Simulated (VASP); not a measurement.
# Pd in VASP: further runs

Runs on Pd. Level: PBE. Tasks: single point, relaxation of cell and atoms.

Program: VASP 6.6.1. These are calculated values, not measurements. Logs are shortened: lines on timing, memory, paths and dates and some standing lists are left out, and cuts for length are marked.

## (1) The cell of the first run

The typed cell holds 1 atom: a = 2.715 Å, b = 2.715 Å, c = 2.715 Å, α = 109.48°, β = 109.48°, γ = 109.48°.

This isn't the form of Pd at room conditions, which is fcc.

## (2) Single point, PBE

The input, INCAR:

```
SYSTEM = Pd
  PREC = Accurate
  ENCUT = 520
  EDIFF = 1E-6
  ISMEAR = 0
  SIGMA = 0.1
  LREAL = .False.
  LASPH = .True.
  NELM = 60
  ALGO = Fast
  ISIF = 2
  LWAVE = .False.
  LCHARG = .False.
  GGA = PE
  NBANDS = 11
```

The input, KPOINTS:

```
regular mesh
0
Gamma
  9 9 9
  0 0 0
```

The input, POSCAR:

```
Pd
1.0
    2.2168614997      1.2799055836      0.9046681084
   -2.2168614997      1.2799055836      0.9046681084
    0.0000000000     -2.5598111672      0.9046681084
Pd
1
Direct
    0.5000000000      0.5000000000      0.5000000000
```

Potentials or basis: VASP PAW PBE potentials, release 64 (Pd).

The run is started by

```console
$ cat potpaw_PBE.64/Pd/POTCAR > POTCAR
$ mpirun -np 1 vasp_std > vasp.out
```

OUTCAR:

```text
SYSTEM = Pd
   PREC = Accurate
   ENCUT = 520
   EDIFF = 1E-6
   ISMEAR = 0
   LREAL = .False.
   LASPH = .True.
   NELM = 60
   ISIF = 2
   GGA = PE

 ion  position               nearest neighbor table
   1  0.500  0.500  0.500-

  LATTYP: Found a trigonal (rhomboedric) cell.
 ALAT       =     2.7149691708
 COS(alpha) =    -0.3334517723

  Lattice vectors:

 A1 = (   2.2168614997,   1.2799055836,   0.9046681084)
 A2 = (  -2.2168614997,   1.2799055836,   0.9046681084)
 A3 = (   0.0000000000,  -2.5598111672,   0.9046681084)

Analysis of symmetry for initial positions (statically):
=====================================================================
 Subroutine PRICEL returns:
 Original cell was already a primitive cell.

 Routine SETGRP: Setting up the symmetry group for a
 trigonal (rhombohedral) supercell.

 Subroutine GETGRP returns: Found 12 space group operations
 (whereof 12 operations were pure point group operations)
 out of a pool of 12 trial point group operations.

The static configuration has the point symmetry D_3d.

Analysis of symmetry for dynamics (positions and initial velocities):
=====================================================================
 Subroutine PRICEL returns:
 Original cell was already a primitive cell.

 Routine SETGRP: Setting up the symmetry group for a
 trigonal (rhombohedral) supercell.

 Subroutine GETGRP returns: Found 12 space group operations
 (whereof 12 operations were pure point group operations)
 out of a pool of 12 trial point group operations.

The dynamic configuration has the point symmetry D_3d.

 Subroutine INISYM returns: Found 12 space group operations
 (whereof 12 operations are pure point group operations),
 and found     1 'primitive' translations

----------------------------------------------------------------------------------------

                                     Primitive cell

  volume of cell :      15.4013

  direct lattice vectors                    reciprocal lattice vectors
     2.216861500  1.279905584  0.904668108     0.225544086  0.130217939  0.368459251
    -2.216861500  1.279905584  0.904668108    -0.225544086  0.130217939  0.368459251
     0.000000000 -2.559811167  0.904668108     0.000000000 -0.260435877  0.368459251

  length of vectors
     2.714969171  2.714969171  2.714969171     0.451208450  0.451208450  0.451208450

  position of ions in fractional coordinates (direct lattice)
     0.500000000  0.500000000  0.500000000

  ion indices of the primitive-cell ions
   primitive index   ion index
                 1           1

----------------------------------------------------------------------------------------

 KPOINTS: regular mesh

Automatic generation of k-mesh.
 Grid dimensions read from file:
 generate k-points for:    9    9    9

 Generating k-lattice:

  Cartesian coordinates                     Fractional coordinates (reciprocal lattice)
     0.025060454  0.014468660  0.040939917     0.111111111  0.000000000  0.000000000
    -0.025060454  0.014468660  0.040939917     0.000000000  0.111111111  0.000000000
     0.000000000 -0.028937320  0.040939917     0.000000000  0.000000000  0.111111111

  Length of vectors
     0.050134272  0.050134272  0.050134272

  Shift w.r.t. Gamma in fractional coordinates (k-lattice)
     0.000000000  0.000000000  0.000000000

 Subroutine IBZKPT returns following result:
 ===========================================

 Found     85 irreducible k-points:

 Following reciprocal coordinates:
            Coordinates               Weight
  0.000000  0.000000  0.000000      1.000000
  0.111111  0.000000  0.000000      6.000000
  0.222222  0.000000 -0.000000      6.000000
  0.333333  0.000000  0.000000      6.000000
  0.444444  0.000000 -0.000000      6.000000
  0.111111  0.111111  0.000000      6.000000
[... 16 lines left out ...]
 -0.333333  0.333333  0.000000      6.000000
  0.444444  0.444444 -0.000000      6.000000
 [... further k-points ...]
   k-points           NKPTS =     85   k-points in BZ     NKDIM =     85   number of bands    NBANDS=     11
   number of dos      NEDOS =    301   number of ions     NIONS =      1
   total plane-waves  NPLWV =   8000
   dimension x,y,z NGX =    20 NGY =   20 NGZ =   20
   dimension x,y,z NGXF=    40 NGYF=   40 NGZF=   40
   ions per type =               1
   NGX,Y,Z   is equivalent  to a cutoff of  12.25, 12.25, 12.25 a.u.
   NGXF,Y,Z  is equivalent  to a cutoff of  24.49, 24.49, 24.49 a.u.
 SYSTEM =  Pd
   PREC   = accura    normal or accurate (medium, high low for compatibility)
   ISTART =      0    job   : 0-new  1-cont  2-samecut
   ICHARG =      2    charge: 1-file 2-atom 10-const
   ISPIN  =      1    spin polarized calculation?
   LNONCOLLINEAR =      F non collinear calculations
   LSORBIT =      F    spin-orbit coupling
   LASPH  =      T    aspherical Exc in radial PAW
   ENCUT  =  520.0 eV  38.22 Ry    6.18 a.u.   5.05  5.05  5.05*2*pi/ulx,y,z
   NELM   =     60;   NELMIN=  2; NELMDL= -5     # of ELM steps
   EDIFF  = 0.1E-05   stopping-criterion for ELM
   LREAL  =      F    real-space projection
[... 7 lines left out ...]
   TEBEG  =    0.0;   TEEND  =   0.0 temperature during run
   PSTRESS=    0.0 pullay stress
   NELECT =      10.0000    total number of electrons
   NUPDOWN=      -1.0000    fix difference up-down
   EMIN   =  10.00;   EMAX   =-10.00  energy-range for DOS
   EFERMI =   0.00;   METHOD = LEGACY
   ISMEAR =     0;   SIGMA  =   0.10  broadening in eV -4-tet -1-fermi 0-gaus
   EFERMI_NEDOS =   21; number of points for ismear=-14 and -15
   IALGO  =     68    algorithm
   IMIX   =      4    mixing-type and parameters
     AMIX     =   0.40;   BMIX     =  1.00
     AMIX_MAG =   1.60;   BMIX_MAG =  1.00
  volume/ion in A,a.u.               =      15.40       103.93
  Fermi-wavevector in a.u.,A,eV,Ry     =   1.417607  2.678889 27.342395  2.009609
  Thomas-Fermi vector in A             =   2.538819
   LORBIT       =      0    0 simple, 1 ext, 2 COOP (PROOUT), +10 PAW based schemes
   GGA     = PE    functional components
   LHFCALC =     F    Hartree Fock is set to
   AEXX    =    0.0000 exact exchange contribution
   IVDW    =     0    specifies the selected vdW correction
   LEPSILON=     F    determine dielectric tensor
   LRPA    =     F    only Hartree local field effects (RPA)
 non-spin polarized calculation
 RMM-DIIS sequential band-by-band and
 Gauss-broadening in eV      SIGMA  =   0.10
  energy-cutoff  :      520.00
  volume of cell :       15.40
 maximum number of plane-waves:       426
   NGX =  9   NGY =  9   NGZ =  9

 number of electron      10.0000006 magnetization

 Free energy of the ion-electron system (eV)
  ---------------------------------------------------
  ext. energy  EPLUGINS =         0.00000000
  ---------------------------------------------------
  free energy    TOTEN  =        -5.18676439 eV

  energy without entropy =       -5.18264668  energy(sigma->0) =       -5.18470553

 E-fermi :   9.0643     XC(G=0): -12.9117

 val. band max:        9.0584308060   @ k =  -0.4444  -0.4444   0.3333
 cond. band min:       9.1598603926   @ k =   0.4444   0.4444   0.3333
 fundamental gap:      0.1014295865
 Fermi energy:         9.0642753196

 k-point     1 :       0.0000    0.0000    0.0000
  band No.  band energies     occupation
      1       2.2692      2.00000
      2       6.3001      2.00000
      3       6.3048      2.00000
      4       6.3048      2.00000
      5       8.1683      2.00000
      6       8.1683      2.00000
      7      28.3614      0.00000
      8      28.3690      0.00000
      9      28.3690      0.00000
     10      36.4800      0.00000
     11      36.4811      0.00000

 k-point     2 :       0.1111    0.0000    0.0000
  band No.  band energies     occupation
      1       2.7158      2.00000
      2       6.1596      2.00000
      3       6.3083      2.00000
      4       6.6154      2.00000
      5       8.0148      2.00000
      6       8.1801      2.00000
      7      27.9008      0.00000
      8      28.3286      0.00000
      9      28.8856      0.00000
     10      33.9606      0.00000
     11      34.5165      0.00000

 k-point     3 :       0.2222    0.0000   -0.0000
  band No.  band energies     occupation
      1       3.7786      2.00000
      2       5.8097      2.00000
      3       6.4285      2.00000
      4       7.4783      2.00000
      5       7.8578      2.00000
      6       8.2253      2.00000
      7      25.2190      0.00000
      8      27.1875      0.00000
      9      30.2166      0.00000
     10      32.1149      0.00000
     11      33.1889      0.00000

 k-point     4 :       0.3333    0.0000    0.0000
  band No.  band energies     occupation
      1       4.2694      2.00000
      2       5.4386      2.00000
      3       7.6630      2.00000
      4       8.0182      2.00000
      5       8.3051      2.00000
      6       8.6190      2.00000
      7      21.0138      0.00000
      8      25.3803      0.00000
      9      28.8294      0.00000
     10      31.7428      0.00000
     11      33.4796      0.00000

 k-point     5 :       0.4444    0.0000   -0.0000
  band No.  band energies     occupation
      1       4.1273      2.00000
      2       5.2096      2.00000
      3       8.0728      2.00000
      4       8.3748      2.00000
      5       9.4999      0.00000
      6      10.0319      0.00000
      7      17.3742      0.00000
      8      24.2655      0.00000
      9      26.8064      0.00000
     10      32.7214      0.00000
     11      34.0889      0.00000
[... 211 lines left out ...]
 k-point    21 :       0.4444    0.3333    0.0000
  band No.  band energies     occupation
      1       4.8418      2.00000
      2       5.5229      2.00000
      3       6.7635      2.00000
      4       8.0653      2.00000
      5       8.6111      2.00000
      6      13.3879      0.00000
      7      17.7118      0.00000
      8      20.5613      0.00000
      9      26.1520      0.00000
     10      32.1567      0.00000
     11      34.2844      0.00000

 k-point    22 :      -0.4444    0.3333    0.0000
  band No.  band energies     occupation
      1       4.4532      2.00000
      2       5.3684      2.00000
      3       7.4432      2.00000
      4       8.0106      2.00000
      5       8.5833      2.00000
      6      10.4916      0.00000
      7      19.0998      0.00000
      8      24.0165      0.00000
      9      26.4845      0.00000
     10      32.1740      0.00000
     11      35.3480      0.00000

 k-point    23 :      -0.3333    0.3333    0.0000
  band No.  band energies     occupation
      1       4.2687      2.00000
      2       5.4366      2.00000
      3       7.6619      2.00000
      4       8.0188      2.00000
      5       8.3065      2.00000
      6       8.6193      2.00000
      7      21.0060      0.00000
      8      25.3830      0.00000
      9      28.8316      0.00000
     10      31.7446      0.00000
     11      33.4812      0.00000

 k-point    24 :       0.4444    0.4444   -0.0000
  band No.  band energies     occupation
      1       4.3288      2.00000
      2       5.2594      2.00000
      3       7.8611      2.00000
      4       8.0639      2.00000
      5       8.9671      1.83071
      6      12.0208      0.00000
      7      16.6651      0.00000
      8      23.4486      0.00000
      9      25.6809      0.00000
     10      32.8141      0.00000
     11      35.0694      0.00000

 [... further k-points ...]

------------------------ aborting loop because EDIFF is reached ----------------------------------------

  FORCE on cell =-STRESS in cart. coord.  units (eV):
  Direction    XX          YY          ZZ          XY          YZ          ZX
  --------------------------------------------------------------------------------------
  -------------------------------------------------------------------------------------
  Total       -0.0011656     -0.0011656      0.0050171      0.0000000      0.0000000      0.0000000
  in kB       -0.1212544     -0.1212544      0.5219272      0.0000000      0.0000000      0.0000000
  external PRESSURE =       0.0931395 kB  Pullay stress =       0.0000000 kB

 VOLUME and BASIS-vectors are now :
 -----------------------------------------------------------------------------
  energy-cutoff  :      520.00
  volume of cell :       15.40
      direct lattice vectors                 reciprocal lattice vectors
     2.216861500  1.279905584  0.904668108     0.225544086  0.130217939  0.368459251
    -2.216861500  1.279905584  0.904668108    -0.225544086  0.130217939  0.368459251
     0.000000000 -2.559811167  0.904668108     0.000000000 -0.260435877  0.368459251

 POSITION                                       TOTAL-FORCE (eV/Angst)
 -----------------------------------------------------------------------------------
      0.00000      0.00000      1.35700         0.000000      0.000000      0.000000
 -----------------------------------------------------------------------------------
    total drift:                               -0.000000      0.000000      0.000000

  FREE ENERGIE OF THE ION-ELECTRON SYSTEM (eV)
  ---------------------------------------------------
  free  energy   TOTEN  =        -5.1867643854 eV

  energy  without entropy=       -5.1826466824  energy(sigma->0) =       -5.18470553
```

Wall time 17 s (1 thread of Intel Xeon 8259CL, shared host); peak memory 0.14 GiB.

What came out:

- Free energy: -5.1868 eV
- Pressure: 0.0 GPa
- Band gap on the k mesh: zero (bands 5 and 6 overlap by 1.33 eV)

Levels at points of the mesh, in eV from the Fermi level:
```csv
k point,band 3,band 4,band 5,band 6,band 7,band 8
"(0.00, 0.00, 0.00)",-2.76,-2.76,-0.90,-0.90,19.30,19.30
```

(Continued in part 2 of 2.)
